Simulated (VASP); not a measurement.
# In2GeO3 (P-3m1) in VASP: a series of runs

Runs on In2GeO3. Level: PBE. Tasks: single point.

Everything below comes from runs of VASP 6.6.1. Logs are shortened: lines on timing, memory, paths and dates and some standing lists are left out, and cuts for length are marked.

## Step 1: The cell of the first run

The structure is trigonal, space group P-3m1 (No. 164). Conventional cell: a = 3.305 Å, b = 3.305 Å, c = 10.306 Å, α = 90.00°, β = 90.00°, γ = 120.00°. Within 2.8 Å of In (site symmetry 3m) lie 6 O at 2.11 to 2.43 Å. Within 4.3 Å of Ge (site symmetry -3m) lie 6 Ge at 3.31 Å and 6 O at 3.35 Å and 6 In at 4.12 Å. O (site symmetry 3m) has 3 In at 2.11 Å within 2.8 Å. O (site symmetry -3m) has 6 In at 2.43 Å and 12 O at 3.07 to 3.31 Å within 3.4 Å.

The cell was built from a structure type or drawn by symmetry, and may not be a known phase.

## Step 2: Single point, PBE

The input, INCAR:

```
SYSTEM = In2GeO3
  ALGO = Normal
  EDIFF = 1E-6
  ENCUT = 520
  GGA = PE
  ISIF = 2
  ISMEAR = 0
  LASPH = .True.
  LCHARG = .False.
  LREAL = .False.
  LWAVE = .False.
  NBANDS = 38
  NELM = 100
  PREC = Accurate
  SIGMA = 0.1
```

The input, KPOINTS:

```
k-points
0
Gamma
  6 6 4
  0 0 0
```

The input, POSCAR:

```
In2GeO3
1.0
    3.3053169901      0.0000000024      0.0000000000
   -1.6526584971      2.8624884798      0.0000000000
    0.0000000000      0.0000000000     10.3057355308
In Ge O
2 1 3
Direct
    0.6666666667      0.3333333333      0.6454897150
    0.3333333333      0.6666666667      0.3545102850
    0.0000000000      0.0000000000      0.0000000000
    0.6666666667      0.3333333333      0.2667942003
    0.3333333333      0.6666666667      0.7332057997
    0.0000000000      0.0000000000      0.5000000000
```

Potentials or basis: VASP PAW PBE potentials, release 64 (In_d, Ge_d, O).

Run with:

```sh
$ cat potpaw_PBE.64/In_d/POTCAR potpaw_PBE.64/Ge_d/POTCAR potpaw_PBE.64/O/POTCAR > POTCAR
$ mpirun -np 1 vasp_std > vasp.out
```

OUTCAR:

```text
SYSTEM = In2GeO3
   EDIFF = 1E-6
   ENCUT = 520
   GGA = PE
   ISIF = 2
   ISMEAR = 0
   LASPH = .True.
   LREAL = .False.
   NELM = 100
   PREC = Accurate

 ion  position               nearest neighbor table
   1  0.667  0.333  0.645-   5 2.11   5 2.11   5 2.11   6 2.43   6 2.43   6 2.43   2 3.55   2 3.55
                             2 3.55
   2  0.333  0.667  0.355-   4 2.11   4 2.11   4 2.11   6 2.43   6 2.43   6 2.43   1 3.55   1 3.55
                             1 3.55
   3  0.000  0.000  0.000-
   4  0.667  0.333  0.267-   2 2.11   2 2.11   2 2.11
   5  0.333  0.667  0.733-   1 2.11   1 2.11   1 2.11
   6  0.000  0.000  0.500-   1 2.43   2 2.43   2 2.43   1 2.43   1 2.43   2 2.43

  LATTYP: Found a hexagonal cell.
 ALAT       =     3.3053169901
 C/A-ratio  =     3.1179265292

  Lattice vectors:

 A1 = (   3.3053169901,   0.0000000024,   0.0000000000)
 A2 = (  -1.6526584971,   2.8624884798,   0.0000000000)
 A3 = (   0.0000000000,   0.0000000000,  10.3057355308)

Analysis of symmetry for initial positions (statically):
=====================================================================
 Subroutine PRICEL returns:
 Original cell was already a primitive cell.

 Routine SETGRP: Setting up the symmetry group for a
 hexagonal supercell.

 Subroutine GETGRP returns: Found 12 space group operations
 (whereof 12 operations were pure point group operations)
 out of a pool of 24 trial point group operations.

The static configuration has the point symmetry D_3d.

Analysis of symmetry for dynamics (positions and initial velocities):
=====================================================================
 Subroutine PRICEL returns:
 Original cell was already a primitive cell.

 Routine SETGRP: Setting up the symmetry group for a
 hexagonal supercell.

 Subroutine GETGRP returns: Found 12 space group operations
 (whereof 12 operations were pure point group operations)
 out of a pool of 24 trial point group operations.

The dynamic configuration has the point symmetry D_3d.

 Subroutine INISYM returns: Found 12 space group operations
 (whereof 12 operations are pure point group operations),
 and found     1 'primitive' translations

----------------------------------------------------------------------------------------

                                     Primitive cell

[... 97 lines left out ...]
   EDIFF  = 0.1E-05   stopping-criterion for ELM
   LREAL  =      F    real-space projection
   EDIFFG = 0.1E-04   stopping-criterion for IOM
   NSW    =      0    number of steps for IOM
   IBRION =     -1    ionic relax: 0-MD 1-quasi-New 2-CG
   NFREE  =      0    steps in history (QN), initial steepest desc. (CG)
   ISIF   =      2    stress and relaxation
   ISYM   =      2    0-nonsym 1-usesym 2-fastsym
   POTIM  = 0.5000    time-step for ionic-motion
   TEBEG  =    0.0;   TEEND  =   0.0 temperature during run
   PSTRESS=    0.0 pullay stress
   NELECT =      58.0000    total number of electrons
   NUPDOWN=      -1.0000    fix difference up-down
   EMIN   =  10.00;   EMAX   =-10.00  energy-range for DOS
   EFERMI =   0.00;   METHOD = LEGACY
   ISMEAR =     0;   SIGMA  =   0.10  broadening in eV -4-tet -1-fermi 0-gaus
   EFERMI_NEDOS =   21; number of points for ismear=-14 and -15
   IALGO  =     38    algorithm
   IMIX   =      4    mixing-type and parameters
     AMIX     =   0.40;   BMIX     =  1.00
     AMIX_MAG =   1.60;   BMIX_MAG =  1.00
  volume/ion in A,a.u.               =      16.25       109.67
  Fermi-wavevector in a.u.,A,eV,Ry     =   1.376804  2.601783 25.791068  1.895590
  Thomas-Fermi vector in A             =   2.502016
   LORBIT       =      0    0 simple, 1 ext, 2 COOP (PROOUT), +10 PAW based schemes
   GGA     = PE    functional components
   LHFCALC =     F    Hartree Fock is set to
   AEXX    =    0.0000 exact exchange contribution
   IVDW    =     0    specifies the selected vdW correction
   LEPSILON=     F    determine dielectric tensor
   LRPA    =     F    only Hartree local field effects (RPA)
 non-spin polarized calculation
 Gauss-broadening in eV      SIGMA  =   0.10
  energy-cutoff  :      520.00
  volume of cell :       97.51
 maximum number of plane-waves:      2654
 NGX is ok and might be reduce to    28
   NGX = 13   NGY = 13   NGZ = 39

 number of electron      58.0000006 magnetization

 Free energy of the ion-electron system (eV)
  ---------------------------------------------------
  ext. energy  EPLUGINS =         0.00000000
  ---------------------------------------------------
  free energy    TOTEN  =       -30.23081830 eV

  energy without entropy =      -30.22329936  energy(sigma->0) =      -30.22705883

 E-fermi :   6.5156     XC(G=0): -10.3351

 val. band max:        6.2746746984   @ k =   0.1667   0.0000   0.0000
 cond. band min:       6.5184437166   @ k =   0.1667   0.1667   0.5000
 fundamental gap:      0.2437690181
 Fermi energy:         6.5156499335

 k-point     1 :       0.0000    0.0000    0.0000
  band No.  band energies     occupation
      1     -19.1194      2.00000
      2     -19.0655      2.00000
      3     -19.0655      2.00000
      4     -18.9858      2.00000
      5     -18.9858      2.00000
      6     -13.7820      2.00000
[... 973 lines left out ...]
     37      12.8350      0.00000
     38      12.8350      0.00000

------------------------ aborting loop because EDIFF is reached ----------------------------------------

  FORCE on cell =-STRESS in cart. coord.  units (eV):
  Direction    XX          YY          ZZ          XY          YZ          ZX
  --------------------------------------------------------------------------------------
  -------------------------------------------------------------------------------------
  Total        0.2078304      0.2078304      0.2721829      0.0000000     -0.0000000      0.0000000
  in kB        3.4149453      3.4149453      4.4723470      0.0000000     -0.0000000      0.0000000
  external PRESSURE =       3.7674125 kB  Pullay stress =       0.0000000 kB

 VOLUME and BASIS-vectors are now :
 -----------------------------------------------------------------------------
  energy-cutoff  :      520.00
  volume of cell :       97.51
      direct lattice vectors                 reciprocal lattice vectors
     3.305316990  0.000000002  0.000000000     0.302542843  0.174673192  0.000000000
    -1.652658497  2.862488480  0.000000000    -0.000000000  0.349346384  0.000000000
     0.000000000  0.000000000 10.305735531     0.000000000  0.000000000  0.097033346

 POSITION                                       TOTAL-FORCE (eV/Angst)
 -----------------------------------------------------------------------------------
      1.65266      0.95416      6.65225        -0.000000      0.000000     -0.019450
     -0.00000      1.90833      3.65349         0.000000     -0.000000      0.019450
      0.00000      0.00000      0.00000         0.000000     -0.000000      0.000000
      1.65266      0.95416      2.74951        -0.000000      0.000000     -0.048463
     -0.00000      1.90833      7.55623         0.000000     -0.000000      0.048463
      0.00000      0.00000      5.15287         0.000000     -0.000000      0.000000
 -----------------------------------------------------------------------------------
    total drift:                                0.000000      0.000000      0.000000

  FREE ENERGIE OF THE ION-ELECTRON SYSTEM (eV)
  ---------------------------------------------------
  free  energy   TOTEN  =       -30.2308183027 eV

  energy  without entropy=      -30.2232993588  energy(sigma->0) =      -30.22705883
```

OSZICAR:

```text
N       E                     dE             d eps       ncg     rms          rms(c)
DAV:   1     0.700934795677E+03    0.70093E+03   -0.27986E+04  2120   0.287E+03
DAV:   2     0.104735204810E+03   -0.59620E+03   -0.56707E+03  1868   0.764E+02
DAV:   3    -0.260203312033E+02   -0.13076E+03   -0.12803E+03  2066   0.244E+02
DAV:   4    -0.354933221285E+02   -0.94730E+01   -0.93598E+01  2194   0.721E+01
DAV:   5    -0.357975882147E+02   -0.30427E+00   -0.30382E+00  2232   0.130E+01    0.166E+01
DAV:   6    -0.303567225073E+02    0.54409E+01   -0.24559E+01  2902   0.455E+01    0.119E+01
DAV:   7    -0.302911989096E+02    0.65524E-01   -0.25081E+00  2138   0.100E+01    0.343E+00
DAV:   8    -0.302482860093E+02    0.42913E-01   -0.25202E-01  2672   0.314E+00    0.163E+00
DAV:   9    -0.302319462475E+02    0.16340E-01   -0.37751E-02  2772   0.231E+00    0.499E-01
DAV:  10    -0.302304684441E+02    0.14778E-02   -0.11263E-02  2580   0.886E-01    0.169E-01
DAV:  11    -0.302307754037E+02   -0.30696E-03   -0.33078E-03  2712   0.382E-01    0.123E-01
DAV:  12    -0.302308233403E+02   -0.47937E-04   -0.51408E-04  2742   0.164E-01    0.452E-02
DAV:  13    -0.302308193532E+02    0.39871E-05   -0.90486E-05  2310   0.642E-02    0.173E-02
DAV:  14    -0.302308177449E+02    0.16082E-05   -0.23966E-05  2054   0.258E-02    0.451E-03
DAV:  15    -0.302308183027E+02   -0.55773E-06   -0.17105E-06  1570   0.145E-02
   1 F= -.30230818E+02 E0= -.30227059E+02  d E =-.751894E-02
```

stdout:

```text
POSCAR found type information on POSCAR InGeO
 POSCAR found :  3 types and       6 ions
 scaLAPACK will be used
 LDA part: xc-table for (Slater+PW92), standard interpolation
 POSCAR, INCAR and KPOINTS ok, starting setup
 FFT: planning ... GRIDC
 FFT: planning ... GRID_SOFT
 FFT: planning ... GRID
 WAVECAR not read
 entering main loop
```

Run time: 3.2 min. Hardware: 1 thread of Intel Xeon 8259CL, shared host; peak memory 0.28 GiB.

Results:

- Free energy: -30.2308 eV
- Pressure: 0.4 GPa
- Largest force: 0.048 eV/Å
- Band gap on the k mesh: zero (bands 29 and 30 overlap by 1.51 eV)

Forces in eV/Å, atoms in the order of the input:
```
In   0.000  0.000 -0.019
In   0.000  0.000  0.019
Ge   0.000  0.000  0.000
O    0.000  0.000 -0.048
O    0.000  0.000  0.048
O    0.000  0.000  0.000
```

Stress tensor (GPa, compression positive):
```
0.34 0.00 0.00
0.00 0.34 0.00
0.00 0.00 0.45
```

Levels at points of the mesh, in eV from the Fermi level:
```csv
k point,band 25,band 26,band 27,band 28,band 29,band 30,band 31,band 32,band 33,band 34
"(0.00, 0.00, 0.00)",-3.44,-3.44,-3.28,-3.28,-1.28,-1.09,1.83,2.22,5.21,5.21
"(0.50, 0.00, 0.00)",-4.28,-4.25,-3.76,-3.36,-2.49,0.93,1.14,2.95,2.98,3.41
"(0.00, 0.00, 0.50)",-3.44,-3.40,-3.28,-3.28,-2.55,0.33,0.81,2.69,5.21,5.21
"(0.50, 0.00, 0.50)",-4.50,-4.28,-3.36,-3.32,-2.74,0.47,1.66,2.98,3.14,3.38
```

Caveat: the k points lie up to 0.37 Å⁻¹ apart, too coarse for converged energies and pressures of a metal; spin-orbit coupling is left out, which moves the levels of the heavy elements.

[end of part 1 of 2]
